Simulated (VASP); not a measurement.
# MgO (P4mm) in VASP: notebook, part 2 of 2

VASP 6.6.1. Earlier steps stand in the parts before.

### Step 3. Single point, PBE (atom 5 (O) moved +0.150 Å towards its neighbour atom 1 (Mg) at 2.127 Å)

INCAR

```
PREC = Accurate
ENCUT = 520
EDIFF = 1E-7
ISMEAR = 0
SIGMA = 0.05
LREAL = False
LASPH = True
NELM = 100
ALGO = Normal
ISIF = 2
LWAVE = False
LCHARG = True
GGA = PE
LELF = True
LVHAR = True
NBANDS = 26
```

KPOINTS

```
Automatic mesh
0
Gamma
  6 6 6
```

POSCAR

```
MgO
1.0
    4.2538458108      0.0000000000      0.0000000000
    0.0000000000     -4.2538458108      0.0000000000
    0.0000000000      0.0000000000     -4.2538458108
Mg O
4 4
Direct
    0.0000000000      0.0000000000      0.0000000000
    0.5000000000      0.5000000000      0.0000000000
    0.5000000000      0.0000000000      0.5000000000
    0.0000000000      0.5000000000      0.5000000000
    0.4647377910      0.0000000000      0.0000000000
    0.0000000000      0.5000000000      0.0000000000
    0.0000000000      0.0000000000      0.5000000000
    0.5000000000      0.5000000000      0.5000000000
```

Potentials or basis: VASP PAW PBE potentials, release 64 (Mg, O).

Launch:

```sh
$ cat potpaw_PBE.64/Mg/POTCAR potpaw_PBE.64/O/POTCAR > POTCAR
$ mpirun -np 1 vasp_std > vasp.out
```

OUTCAR:

```text
PREC = Accurate
   ENCUT = 520
   EDIFF = 1E-7
   ISMEAR = 0
   LREAL = False
   LASPH = True
   NELM = 100
   ISIF = 2
   GGA = PE

 ion  position               nearest neighbor table
   1  0.000  0.000  0.000-   5 1.98   6 2.13   7 2.13   7 2.13   6 2.13   5 2.28   3 3.01   4 3.01
                             2 3.01   2 3.01   4 3.01   3 3.01   4 3.01   2 3.01   3 3.01   4 3.01
   2  0.500  0.500  0.000-   6 2.13   8 2.13   8 2.13   6 2.13   5 2.13   5 2.13   3 3.01   4 3.01
                             1 3.01   1 3.01   3 3.01   3 3.01   3 3.01   1 3.01   4 3.01   4 3.01
   3  0.500  0.000  0.500-   7 2.13   8 2.13   8 2.13   7 2.13   5 2.13   5 2.13   1 3.01   2 3.01
                             1 3.01   2 3.01   4 3.01   2 3.01   2 3.01   1 3.01   4 3.01   4 3.01
   4  0.000  0.500  0.500-   6 2.13   7 2.13   8 2.13   6 2.13   7 2.13   8 2.13   1 3.01   2 3.01
                             1 3.01   1 3.01   3 3.01   2 3.01   1 3.01   2 3.01   3 3.01   3 3.01
   5  0.465  0.000  0.000-   1 1.98   2 2.13   3 2.13   3 2.13   2 2.13   1 2.28
   6  0.000  0.500  0.000-   1 2.13   2 2.13   4 2.13   4 2.13   1 2.13   2 2.13
   7  0.000  0.000  0.500-   1 2.13   3 2.13   4 2.13   1 2.13   4 2.13   3 2.13
   8  0.500  0.500  0.500-   2 2.13   3 2.13   4 2.13   2 2.13   3 2.13   4 2.13

  LATTYP: Found a simple cubic cell.
 ALAT       =     4.2538458108

  Lattice vectors:

 A1 = (   4.2538458108,   0.0000000000,   0.0000000000)
 A2 = (   0.0000000000,  -4.2538458108,   0.0000000000)
 A3 = (   0.0000000000,   0.0000000000,  -4.2538458108)

Analysis of symmetry for initial positions (statically):
=====================================================================
 Subroutine PRICEL returns:
 Original cell was already a primitive cell.

 Routine SETGRP: Setting up the symmetry group for a
 simple cubic supercell.

 Subroutine GETGRP returns: Found  8 space group operations
 (whereof  8 operations were pure point group operations)
 out of a pool of 48 trial point group operations.

The static configuration has the point symmetry C_4v.

Analysis of symmetry for dynamics (positions and initial velocities):
=====================================================================
 Subroutine PRICEL returns:
 Original cell was already a primitive cell.

 Routine SETGRP: Setting up the symmetry group for a
 simple cubic supercell.

 Subroutine GETGRP returns: Found  8 space group operations
 (whereof  8 operations were pure point group operations)
 out of a pool of 48 trial point group operations.

The dynamic configuration has the point symmetry C_4v.

 Subroutine INISYM returns: Found  8 space group operations
 (whereof  8 operations are pure point group operations),
 and found     1 'primitive' translations

----------------------------------------------------------------------------------------

                                     Primitive cell

  volume of cell :      76.9742

  direct lattice vectors                    reciprocal lattice vectors
     4.253845811  0.000000000  0.000000000     0.235081393  0.000000000  0.000000000
     0.000000000 -4.253845811  0.000000000     0.000000000 -0.235081393  0.000000000
     0.000000000  0.000000000 -4.253845811     0.000000000  0.000000000 -0.235081393

  length of vectors
     4.253845811  4.253845811  4.253845811     0.235081393  0.235081393  0.235081393

  position of ions in fractional coordinates (direct lattice)
[... 50 lines left out ...]
  0.000000  0.166667  0.000000      4.000000
  0.333333  0.000000  0.000000      2.000000
  0.000000  0.333333  0.000000      4.000000
  0.500000  0.000000  0.000000      1.000000
[... 16 lines left out ...]
  0.166667  0.166667  0.166667      8.000000
  0.333333  0.166667  0.166667      8.000000
 [... further k-points ...]
   k-points           NKPTS =     40   k-points in BZ     NKDIM =     40   number of bands    NBANDS=     26
   number of dos      NEDOS =    301   number of ions     NIONS =      8
   total plane-waves  NPLWV =  32768
   dimension x,y,z NGX =    32 NGY =   32 NGZ =   32
   dimension x,y,z NGXF=    64 NGYF=   64 NGZF=   64
   ions per type =               4   4
   NGX,Y,Z   is equivalent  to a cutoff of  12.51, 12.51, 12.51 a.u.
   NGXF,Y,Z  is equivalent  to a cutoff of  25.01, 25.01, 25.01 a.u.
 SYSTEM =  unknown system
   PREC   = accura    normal or accurate (medium, high low for compatibility)
   ISTART =      0    job   : 0-new  1-cont  2-samecut
   ICHARG =      2    charge: 1-file 2-atom 10-const
   ISPIN  =      1    spin polarized calculation?
   LNONCOLLINEAR =      F non collinear calculations
   LSORBIT =      F    spin-orbit coupling
   LASPH  =      T    aspherical Exc in radial PAW
   ENCUT  =  520.0 eV  38.22 Ry    6.18 a.u.   7.91  7.91  7.91*2*pi/ulx,y,z
   NELM   =    100;   NELMIN=  2; NELMDL= -5     # of ELM steps
   EDIFF  = 0.1E-06   stopping-criterion for ELM
   LREAL  =      F    real-space projection
   EDIFFG = 0.1E-05   stopping-criterion for IOM
   NSW    =      0    number of steps for IOM
   IBRION =     -1    ionic relax: 0-MD 1-quasi-New 2-CG
   NFREE  =      0    steps in history (QN), initial steepest desc. (CG)
   ISIF   =      2    stress and relaxation
   ISYM   =      2    0-nonsym 1-usesym 2-fastsym
   POTIM  = 0.5000    time-step for ionic-motion
   TEBEG  =    0.0;   TEEND  =   0.0 temperature during run
   PSTRESS=    0.0 pullay stress
   NELECT =      32.0000    total number of electrons
   NUPDOWN=      -1.0000    fix difference up-down
   EMIN   =  10.00;   EMAX   =-10.00  energy-range for DOS
   EFERMI =   0.00;   METHOD = LEGACY
   ISMEAR =     0;   SIGMA  =   0.05  broadening in eV -4-tet -1-fermi 0-gaus
   EFERMI_NEDOS =   21; number of points for ismear=-14 and -15
   IALGO  =     38    algorithm
   IMIX   =      4    mixing-type and parameters
     AMIX     =   0.40;   BMIX     =  1.00
     AMIX_MAG =   1.60;   BMIX_MAG =  1.00
  volume/ion in A,a.u.               =       9.62        64.93
  Fermi-wavevector in a.u.,A,eV,Ry     =   1.221827  2.308918 20.311613  1.492861
  Thomas-Fermi vector in A             =   2.356996
   LORBIT       =      0    0 simple, 1 ext, 2 COOP (PROOUT), +10 PAW based schemes
   GGA     = PE    functional components
   LHFCALC =     F    Hartree Fock is set to
   AEXX    =    0.0000 exact exchange contribution
   IVDW    =     0    specifies the selected vdW correction
   LEPSILON=     F    determine dielectric tensor
   LRPA    =     F    only Hartree local field effects (RPA)
 non-spin polarized calculation
 Gauss-broadening in eV      SIGMA  =   0.05
  energy-cutoff  :      520.00
  volume of cell :       76.97
 maximum number of plane-waves:      2103
 NGX is ok and might be reduce to    32
   NGX = 15   NGY = 15   NGZ = 15

 number of electron      31.9999978 magnetization

 Free energy of the ion-electron system (eV)
  ---------------------------------------------------
  ext. energy  EPLUGINS =         0.00000000
  ---------------------------------------------------
  free energy    TOTEN  =       -47.52866831 eV

  energy without entropy =      -47.52866831  energy(sigma->0) =      -47.52866831

 E-fermi :   3.2729     XC(G=0): -10.9378

 val. band max:        2.9740751348   @ k =   0.0000   0.0000   0.0000
 cond. band min:       7.3820332442   @ k =   0.0000   0.0000   0.0000
 fundamental gap:      4.4079581093
 Fermi energy:         3.2728703590

 k-point     1 :       0.0000    0.0000    0.0000
  band No.  band energies     occupation
      1     -14.1492      2.00000
      2     -12.6985      2.00000
      3     -12.6817      2.00000
      4     -12.6719      2.00000
      5      -0.9972      2.00000
      6      -0.9972      2.00000
[... 685 lines left out ...]
     25      15.4730      0.00000
     26      15.5760      0.00000

 [... further k-points ...]
[... 5 lines left out ...]
  --------------------------------------------------------------------------------------
  -------------------------------------------------------------------------------------
  Total        0.4489541     -0.3290129     -0.3290129      0.0000000      0.0000000      0.0000000
  in kB        9.3447405     -6.8482290     -6.8482290      0.0000000      0.0000000      0.0000000
  external PRESSURE =      -1.4505725 kB  Pullay stress =       0.0000000 kB

 VOLUME and BASIS-vectors are now :
 -----------------------------------------------------------------------------
  energy-cutoff  :      520.00
  volume of cell :       76.97
      direct lattice vectors                 reciprocal lattice vectors
     4.253845811  0.000000000  0.000000000     0.235081393  0.000000000  0.000000000
     0.000000000 -4.253845811  0.000000000     0.000000000 -0.235081393  0.000000000
     0.000000000  0.000000000 -4.253845811     0.000000000  0.000000000 -0.235081393

 POSITION                                       TOTAL-FORCE (eV/Angst)
 -----------------------------------------------------------------------------------
      0.00000      0.00000      0.00000        -0.441734     -0.000000      0.000000
      2.12692     -2.12692      0.00000        -0.216399     -0.000000      0.000000
      2.12692      0.00000     -2.12692        -0.216399     -0.000000      0.000000
      0.00000     -2.12692     -2.12692         0.039802     -0.000000      0.000000
      1.97692      0.00000      0.00000         1.633990      0.000000     -0.000000
      0.00000     -2.12692      0.00000        -0.435008     -0.000000      0.000000
      0.00000      0.00000     -2.12692        -0.435008     -0.000000      0.000000
      2.12692     -2.12692     -2.12692         0.070755     -0.000000      0.000000
 -----------------------------------------------------------------------------------
    total drift:                               -0.000031     -0.000000      0.000001

  FREE ENERGIE OF THE ION-ELECTRON SYSTEM (eV)
  ---------------------------------------------------
  free  energy   TOTEN  =       -47.5286683141 eV

  energy  without entropy=      -47.5286683141  energy(sigma->0) =      -47.52866831
```

Run time: 89 s. Hardware: 1 thread of Intel Xeon 8259CL, shared host; peak memory 0.21 GiB.

Results:

```
Free energy            : -47.5287 eV
Pressure               : -0.1 GPa
Largest force          : 1.634 eV/Å
Band gap on the k mesh : 4.41 eV
```

Forces on the atoms (eV/Å):
```
Mg  -0.442  0.000  0.000
Mg  -0.216  0.000  0.000
Mg  -0.216  0.000  0.000
Mg   0.040  0.000  0.000
O    1.634  0.000  0.000
O   -0.435  0.000  0.000
O   -0.435  0.000  0.000
O    0.071  0.000  0.000
```

Levels at points of the mesh, in eV from the valence-band top:
```csv
k point,band 12,band 13,band 14,band 15,band 16,band 17,band 18,band 19,band 20,band 21
"(0.00, 0.00, 0.00)",-1.29,-1.29,-0.02,0.00,0.00,4.41,9.06,9.06,9.08,9.53
"(0.50, 0.00, 0.00)",-1.72,-0.79,-0.79,-0.63,-0.63,7.55,7.91,11.03,11.03,11.08
"(0.00, 0.50, 0.00)",-1.69,-0.72,-0.71,-0.71,-0.69,7.65,7.73,10.64,11.08,11.09
"(0.50, 0.50, 0.00)",-1.72,-0.71,-0.63,-0.60,-0.55,8.69,8.86,9.52,9.57,11.03
"(0.00, 0.50, 0.50)",-1.92,-0.62,-0.62,-0.61,-0.61,8.97,9.16,9.16,9.20,11.48
"(0.50, 0.50, 0.50)",-0.63,-0.62,-0.62,-0.60,-0.60,7.58,7.70,7.70,7.70,12.21
```

Caveat: the cell differs from its parent crystal (atom 5 (O) moved +0.150 Å towards its neighbour atom 1 (Mg) at 2.127 Å); forces of over 1 eV/Å act on the atoms, so gaps and moduli don't describe the material at rest.

### Step 4. Single point, PBE (atom 5 (O) moved -0.100 Å towards its neighbour atom 1 (Mg) at 2.127 Å)

INCAR

```
PREC     = Accurate       # precision mode
ENCUT    = 520            # plane-wave cutoff, eV
EDIFF    = 1E-6           # SCF threshold, eV
ISMEAR   = 0              # smearing method
SIGMA    = 0.05           # smearing width, eV
LREAL    = F              # projectors in reciprocal space
LASPH    = T              # aspherical terms in the spheres
NELM     = 80             # most SCF steps
ALGO     = Normal         # electronic algorithm
ISIF     = 2              # what is computed and relaxed
LWAVE    = F              # write WAVECAR
LCHARG   = T              # write CHGCAR
GGA      = PE             # functional
LELF     = T              # ELF
LVHAR    = T            
NBANDS   = 26             # bands
```

KPOINTS is that of step 3.

POSCAR: that of step 3 with these lines changed.

```diff
@@ -12,3 +12,3 @@
     0.0000000000      0.5000000000      0.5000000000
-    0.4647377910      0.0000000000      0.0000000000
+    0.5235081393      0.0000000000      0.0000000000
     0.0000000000      0.5000000000      0.0000000000
```

Launch:

```sh
$ cat potpaw_PBE.64/Mg/POTCAR potpaw_PBE.64/O/POTCAR > POTCAR
$ mpirun -np 1 vasp_std > vasp.out
```

Run time: 88 s. Hardware: 1 thread of Intel Xeon 8259CL, shared host; peak memory 0.21 GiB.

It converged, with:

```
Free energy            : -47.5954 eV
Pressure               : -0.5 GPa
Largest force          : 1.047 eV/Å
Band gap on the k mesh : 4.43 eV
```

Forces on the atoms (eV/Å):
```
Mg   0.252  0.000  0.000
Mg   0.144  0.000  0.000
Mg   0.144  0.000  0.000
Mg  -0.026  0.000  0.000
O   -1.047  0.000  0.000
O    0.291  0.000  0.000
O    0.291  0.000  0.000
O   -0.048  0.000  0.000
```

Stress tensor (GPa, compression positive):
```
-0.01  0.00  0.00
 0.00 -0.71  0.00
 0.00  0.00 -0.71
```

Levels at points of the mesh, in eV from the valence-band top:
```
           k point  band 13  band 14  band 15  band 16  band 17  band 18  band 19  band 20
(0.00, 0.00, 0.00)    -1.30    -0.01     0.00     0.00     4.43     9.07     9.07     9.08
(0.50, 0.00, 0.00)    -0.76    -0.76    -0.66    -0.66     7.63     7.87    11.08    11.09
(0.00, 0.50, 0.00)    -0.72    -0.71    -0.71    -0.70     7.72     7.75    10.83    11.08
(0.50, 0.50, 0.00)    -0.68    -0.62    -0.61    -0.57     8.88     8.98     9.42     9.47
(0.00, 0.50, 0.50)    -0.62    -0.62    -0.61    -0.61     9.10     9.19     9.19     9.20
(0.50, 0.50, 0.50)    -0.62    -0.62    -0.61    -0.61     7.65     7.71     7.71     7.71
```

Caveat: the cell differs from its parent crystal (atom 5 (O) moved -0.100 Å towards its neighbour atom 1 (Mg) at 2.127 Å); forces of over 1 eV/Å act on the atoms, so gaps and moduli don't describe the material at rest.

### Step 5. Summary

| cell | gap on the mesh (eV) | pressure (GPa) | largest force (eV/Å) |
| --- | --- | --- | --- |
| as given, atomic positions A | 4.38 | 0.4 | 2.31 |
| as given, atomic positions B | 4.41 | -0.1 | 1.63 |
| as given, atomic positions C | 4.43 | -0.5 | 1.05 |

Alike in all rows: task single point; level PBE; potentials or basis VASP PAW PBE potentials, release 64 (Mg, O); no spin polarisation; k mesh 6 × 6 × 6; cutoff (eV) 520; smearing gaussian 0.05 eV.

Caveats: forces of over 1 eV/Å act on the atoms, so gaps and moduli don't describe the material at rest.

Absolute energies hang on the potentials; compare differences alone.
